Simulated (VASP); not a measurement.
A run of VASP 6.6.1 is set up as follows.

The input INCAR:

```
PREC = Accurate ; ENCUT = 520
EDIFF = 1E-6 ; ISMEAR = 0
SIGMA = 0.1 ; LREAL = False
LASPH = True ; NELM = 80
ALGO = Normal ; ISIF = 2
LWAVE = False ; LCHARG = False
GGA = PE ; NBANDS = 16
```

The input KPOINTS:

```
regular mesh
0
Gamma
  6 6 2
```

The input POSCAR:

```
SiC3
1.0
    2.6667169800      0.0000000000      0.0000000000
    0.0000000000      2.6667169800      0.0000000000
    0.0000000000      0.0000000000      7.5426146400
Si C
1 3
Direct
    0.0000000000      0.0000000000      0.0000000000
    0.5000000000      0.5000000000      0.2500000000
    0.0000000000      0.0000000000      0.5000000000
    0.5000000000      0.5000000000      0.7500000000
```

Potentials or basis: VASP PAW PBE potentials, release 64 (Si, C).

Command:

```sh
$ cat potpaw_PBE.64/Si/POTCAR potpaw_PBE.64/C/POTCAR > POTCAR
$ mpirun -np 1 vasp_std > vasp.out
```

(1) Predict the pressure.

(2) Predict the band gap on the k mesh.

## Answers

(1) -24.2 GPa.

(2) zero (bands 8 and 9 overlap by 3.54 eV).

Caveat: the k points lie up to 0.42 Å⁻¹ apart, too coarse for converged energies and pressures of a metal.
